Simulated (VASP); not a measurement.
# Al2GaP3 (P4mm) in VASP: further runs, part 2 of 2

VASP 6.6.1. The steps go on from the part before.

## 3. Relaxation of cell and atoms, PBE

This run uses another cell than the first one, of 19.00 Å³/atom.

Contents of INCAR:

```
SYSTEM = Al2GaP3
  PREC = Accurate
  ENCUT = 600
  EDIFF = 1E-6
  ISMEAR = 0
  SIGMA = 0.1
  LREAL = .False.
  LASPH = .True.
  NELM = 80
  ALGO = Normal
  ISIF = 3
  LWAVE = .False.
  LCHARG = .False.
  GGA = PE
  IBRION = 2
  NSW = 90
  EDIFFG = -0.04
```

Contents of KPOINTS:

```
regular mesh
0
Gamma
  6 6 2
  0 0 0
```

Contents of POSCAR:

```
Al2GaP3
1.0
    3.4052492400      0.0000000000      0.0000000000
    0.0000000000      3.4052492400      0.0000000000
    0.0000000000      0.0000000000      9.8286294600
Al Ga P
2 1 3
Direct
    0.0000000000      0.0000000000      0.9999432600
    0.5000000000      0.5000000000      0.5015775000
    0.5000000000      0.5000000000      0.1713354600
    0.0000000000      0.0000000000      0.6746923900
    0.0000000000      0.0000000000      0.3274696500
    0.5000000000      0.5000000000      0.8249817500
```

Potentials or basis: VASP PAW PBE potentials, release 64 (Al, Ga_d, P).

On the command line:

```sh
$ cat potpaw_PBE.64/Al/POTCAR potpaw_PBE.64/Ga_d/POTCAR potpaw_PBE.64/P/POTCAR > POTCAR
$ mpirun -np 1 vasp_std > vasp.out
```

Wall time 36 min (1 thread of Intel Xeon Platinum 8559C (Emerald Rapids), shared host); peak memory 0.28 GiB.

The run converged. Its results:

```
Free energy                           : -27.4160 eV
Relaxed volume                        : 17.08 Å³/atom
Relaxed cell                          : a = 3.604 Å, b = 3.604 Å, c = 7.887 Å, α = 90.00°, β = 90.00°, γ = 90.00°
Space group after relaxing (to 0.1 Å) : P4mm (No. 99)
Energy gained by relaxing             : 537.2 meV/atom
Ionic steps                           : 78
Pressure after relaxing               : 0.0 GPa
Largest force after relaxing          : 0.027 eV/Å
Band gap on the k mesh                : zero (bands 17 and 18 overlap by 4.03 eV)
```

Forces on the atoms (eV/Å):
```
Al   0.000  0.000 -0.012
Al   0.000  0.000  0.027
Ga   0.000  0.000 -0.010
P    0.000  0.000  0.009
P    0.000  0.000 -0.007
P    0.000  0.000 -0.007
```

The path:
| step | energy change (eV) | largest force (eV/Å) | pressure (GPa) | volume (Å³) |
| --- | --- | --- | --- | --- |
| 1 | 0.0000 | 0.8470 | -10.76 | 113.97 |
| 3 | -0.9042 | 0.7961 | 0.46 | 92.73 |
| 5 | -1.0084 | 0.3442 | 1.01 | 92.71 |
| 7 | -1.0315 | 0.2513 | -1.05 | 95.07 |
| 9 | -1.0469 | 0.1004 | 0.33 | 93.82 |
| 11 | -1.0636 | 0.2754 | 0.33 | 94.34 |
| 13 | -1.0775 | 0.2881 | -0.64 | 96.05 |
| 15 | -1.1228 | 0.4695 | -0.21 | 96.38 |
| 17 | -0.1095 | 7.9472 | 11.49 | 97.73 |
| 19 | -1.1177 | 2.0606 | 4.27 | 97.27 |
| 21 | -1.2203 | 0.6774 | 1.97 | 96.97 |
| 23 | -1.2252 | 0.8802 | 2.21 | 97.40 |
| 25 | -1.2570 | 0.7766 | 1.41 | 98.66 |
| 27 | -1.3253 | 0.4578 | -1.59 | 104.45 |
| 29 | -1.3919 | 0.3194 | 0.02 | 103.21 |
| 31 | -1.4074 | 0.3298 | 1.26 | 102.37 |
| 33 | -1.4917 | 0.5541 | 1.49 | 102.86 |
| 35 | -2.0721 | 1.1338 | 1.27 | 105.04 |
| 37 | -2.4008 | 0.8860 | 0.62 | 106.16 |
| 39 | -2.4658 | 0.8355 | 0.47 | 106.68 |
| 41 | -2.4766 | 1.0527 | -1.55 | 108.91 |
| 43 | -2.5650 | 0.2411 | 0.09 | 106.38 |
| 45 | -2.6275 | 0.2710 | -0.55 | 105.93 |
| 47 | -1.9314 | 2.7643 | 3.99 | 102.06 |
| 49 | -2.8469 | 1.3201 | -1.96 | 104.77 |
| 51 | -2.9198 | 1.2250 | -1.32 | 103.18 |
| 53 | -2.9204 | 1.2282 | -1.05 | 102.79 |
| 55 | -3.0628 | 0.6650 | 0.51 | 100.66 |
| 57 | -3.0907 | 0.4363 | 1.91 | 99.28 |
| 59 | -3.1293 | 0.3701 | -0.60 | 102.10 |
| 61 | -3.1399 | 0.3275 | -0.50 | 102.11 |
| 63 | -3.1796 | 0.3125 | 1.74 | 100.35 |
| 65 | -3.1904 | 0.3201 | 0.97 | 101.26 |
| 67 | -3.2058 | 0.2476 | -0.29 | 102.57 |
| 69 | -3.2075 | 0.2383 | -0.83 | 103.17 |
| 71 | -3.2184 | 0.1342 | -0.12 | 102.33 |
| 73 | -3.2201 | 0.1038 | 0.03 | 102.16 |
| 75 | -3.2221 | 0.0927 | 0.05 | 102.33 |
| 77 | -3.2230 | 0.0509 | -0.01 | 102.48 |
| 78 | -3.2232 | 0.0272 | 0.03 | 102.46 |

Final structure:
```xyz
6
Lattice="3.6044 0.0000 0.0000 0.0000 3.6044 0.0000 0.0000 0.0000 7.8871" Properties=species:S:1:pos:R:3 pbc="T T T"
Al    0.0000    0.0000    7.2163
Al    1.8022    1.8022    4.7731
Ga    1.8022    1.8022    1.8612
P     0.0000    0.0000    4.4401
P     0.0000    0.0000    2.0987
P     1.8022    1.8022    7.2154
```

Levels at points of the mesh, in eV from the Fermi level:
| k point | band 13 | band 14 | band 15 | band 16 | band 17 | band 18 | band 19 | band 20 | band 21 |
| --- | --- | --- | --- | --- | --- | --- | --- | --- | --- |
| (0.00, 0.00, 0.00) | -3.01 | -1.73 | -1.73 | -1.32 | -1.32 | -0.40 | -0.15 | 1.91 | 3.58 |
| (0.50, 0.00, 0.00) | -2.34 | -1.62 | -1.25 | -0.75 | 0.17 | 0.38 | 1.69 | 1.85 | 2.59 |
| (0.50, 0.50, 0.00) | -4.75 | -4.75 | -4.50 | -4.46 | -4.46 | -0.83 | 0.49 | 0.56 | 2.32 |
| (0.00, 0.00, 0.50) | -2.65 | -2.65 | -2.03 | -1.63 | -0.55 | -0.55 | 0.42 | 2.16 | 2.70 |
| (0.50, 0.00, 0.50) | -4.14 | -1.58 | -1.23 | 0.02 | 1.31 | 1.89 | 1.93 | 2.16 | 2.16 |
| (0.50, 0.50, 0.50) | -5.94 | -4.01 | -3.42 | -3.42 | -3.16 | -2.73 | -2.15 | 1.62 | 1.62 |

Caveat: a cell axis changed by over 15 % at a fixed basis, so the end point is rough.

## 4. Relaxation of cell and atoms, PBE

Contents of INCAR:

```
SYSTEM = Al2GaP3
PREC = Accurate ; ENCUT = 600
EDIFF = 1E-6 ; ISMEAR = 0
SIGMA = 0.1 ; LREAL = .False.
LASPH = .True. ; NELM = 80
ALGO = Normal ; ISIF = 3
LWAVE = .False. ; LCHARG = .False.
GGA = PE ; IBRION = 2
NSW = 100 ; EDIFFG = -0.01
```

Contents of KPOINTS:

```
Automatic mesh
0
Gamma
  10 10 6
  0 0 0
```

Contents of POSCAR:

```
Al2GaP3
1.0
    3.6035970512      0.0000000000      0.0000000000
    0.0000000000      3.6035970512      0.0000000000
    0.0000000000      0.0000000000      7.8889187396
Al Ga P
2 1 3
Direct
    0.0000000000      0.0000000000      0.9139085175
    0.5000000000      0.5000000000      0.6056697473
    0.5000000000      0.5000000000      0.2359406412
    0.0000000000      0.0000000000      0.5638202063
    0.0000000000      0.0000000000      0.2654077798
    0.5000000000      0.5000000000      0.9152531180
```

On the command line:

```sh
$ cat potpaw_PBE.64/Al/POTCAR potpaw_PBE.64/Ga_d/POTCAR potpaw_PBE.64/P/POTCAR > POTCAR
$ mpirun -np 1 vasp_std > vasp.out
```

Run time: 17 min. Hardware: 1 thread of Intel Xeon Platinum 8559C (Emerald Rapids), shared host; peak memory 0.4 GiB.

Results (log left out):

```yaml
Free_energy: -27.4056 eV
Relaxed_volume: 17.05 Å³/atom
Relaxed_cell: a = 3.599 Å, b = 3.599 Å, c = 7.898 Å, α = 90.00°, β = 90.00°, γ = 90.00°
Space_group_after_relaxing_to_0.1_Å: P4mm (No. 99)
Energy_gained_by_relaxing: 0.2 meV/atom
Ionic_steps: 13
Pressure_after_relaxing: 0.0 GPa
Largest_force_after_relaxing: 0.008 eV/Å
Band_gap_on_the_k_mesh: zero (bands 17 and 18 overlap by 3.93 eV)
```

Forces in eV/Å, atoms in the order of the input:
```
Al   0.000  0.000  0.003
Al   0.000  0.000 -0.005
Ga   0.000  0.000 -0.001
P    0.000  0.000 -0.001
P    0.000  0.000  0.008
P    0.000  0.000 -0.005
```

The path:
| step | energy change (eV) | largest force (eV/Å) | pressure (GPa) | volume (Å³) |
| --- | --- | --- | --- | --- |
| 1 | 0.0000 | 0.0735 | -0.10 | 102.44 |
| 2 | -0.0005 | 0.0511 | 0.09 | 102.29 |
| 3 | -0.0006 | 0.0429 | 0.11 | 102.23 |
| 4 | -0.0006 | 0.0334 | 0.23 | 102.12 |
| 5 | -0.0006 | 0.0371 | 0.10 | 102.19 |
| 6 | -0.0009 | 0.0288 | 0.03 | 102.30 |
| 7 | -0.0011 | 0.0228 | -0.10 | 102.40 |
| 8 | -0.0011 | 0.0151 | 0.09 | 102.26 |
| 9 | -0.0011 | 0.0166 | 0.02 | 102.28 |
| 10 | -0.0011 | 0.0159 | 0.06 | 102.27 |
| 11 | -0.0012 | 0.0125 | 0.01 | 102.30 |
| 12 | -0.0012 | 0.0120 | -0.01 | 102.33 |
| 13 | -0.0013 | 0.0085 | 0.04 | 102.31 |

Final structure:
```
CELL_PARAMETERS angstrom
3.59911 0.00000 0.00000
0.00000 3.59911 0.00000
0.00000 0.00000 7.89781
ATOMIC_POSITIONS crystal
Al 0.00000 0.00000 0.91620
Al 0.50000 0.50000 0.60665
Ga 0.50000 0.50000 0.23572
P 0.00000 0.00000 0.56306
P 0.00000 0.00000 0.26326
P 0.50000 0.50000 0.91511
```

Levels at points of the mesh, in eV from the Fermi level:
| k point | band 14 | band 15 | band 16 | band 17 | band 18 | band 19 | band 20 | band 21 |
| --- | --- | --- | --- | --- | --- | --- | --- | --- |
| (0.00, 0.00, 0.00) | -1.61 | -1.61 | -1.23 | -1.23 | -0.31 | -0.02 | 2.02 | 3.67 |
| (0.50, 0.00, 0.00) | -1.45 | -1.14 | -0.72 | 0.26 | 0.49 | 1.84 | 1.99 | 2.75 |
| (0.50, 0.50, 0.00) | -4.64 | -4.39 | -4.39 | -4.35 | -0.70 | 0.59 | 0.59 | 2.47 |
| (0.00, 0.00, 0.50) | -2.55 | -1.90 | -1.46 | -0.46 | -0.46 | 0.50 | 2.27 | 2.79 |
| (0.50, 0.00, 0.50) | -1.41 | -1.12 | 0.11 | 1.34 | 2.02 | 2.10 | 2.28 | 2.31 |
| (0.50, 0.50, 0.50) | -3.88 | -3.34 | -3.34 | -3.08 | -2.59 | -2.03 | 1.73 | 1.73 |

## 5. Overview

```csv
task,cell,k mesh,cutoff (eV),gap on the mesh (eV),pressure (GPa),relaxed volume (Å³/atom),largest force (eV/Å)
single point,"a = 3.600, b = 3.600, c = 7.900 Å, 6 atoms, atomic positions A",10 × 10 × 6,520,none,0.0,-,0.02
relaxation of cell and atoms,"relaxed from a = 3.405, b = 3.405, c = 9.829 Å, 6 atoms, atomic positions B",6 × 6 × 2,600,none,0.0,17.08,0.03
relaxation of cell and atoms,"relaxed from a = 3.604, b = 3.604, c = 7.889 Å, 6 atoms, atomic positions C",10 × 10 × 6,600,none,0.0,17.05,0.01
```

Alike in all rows: level PBE; potentials or basis VASP PAW PBE potentials, release 64 (Al, Ga_d, P); no spin polarisation; smearing gaussian 0.1 eV.

Caveats: a cell axis changed by over 15 % at a fixed basis, so the end point is rough (at least some runs).

Absolute energies hang on the potentials; compare differences alone.
